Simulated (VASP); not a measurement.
Input of a VASP 6.6.1 run:

File INCAR:

```
PREC = Accurate ; ENCUT = 520
EDIFF = 1E-6 ; ISMEAR = 0
SIGMA = 0.1 ; LREAL = False
LASPH = True ; NELM = 100
ALGO = Fast ; ISIF = 2
LWAVE = False ; LCHARG = False
GGA = PE ; NBANDS = 36
```

Contents of KPOINTS:

```
Automatic mesh
0
Gamma
  12 12 12
```

Contents of POSCAR:

```
Mo3W
1.0
    0.0000000000      3.1659870310      3.1659870310
    3.1659870310      0.0000000000      3.1659870310
    3.1659870310      3.1659870310      0.0000000000
Mo W
3 1
Direct
    0.7500000000      0.7500000000      0.7500000000
    0.2500000000      0.2500000000      0.2500000000
    0.0000000000      0.0000000000      0.0000000000
    0.5000000000      0.5000000000      0.5000000000
```

Potentials or basis: VASP PAW PBE potentials, release 64 (Mo_sv, W_sv).

The run is started by

```sh
$ cat potpaw_PBE.64/Mo_sv/POTCAR potpaw_PBE.64/W_sv/POTCAR > POTCAR
$ mpirun -np 1 vasp_std > vasp.out
```

What does it give for the band gap on the k mesh?

Zero (bands 28 and 29 overlap by 0.35 eV).

Estimate the pressure.

0.5 GPa.

Caveat: spin-orbit coupling is left out, which moves the levels of the heavy elements.
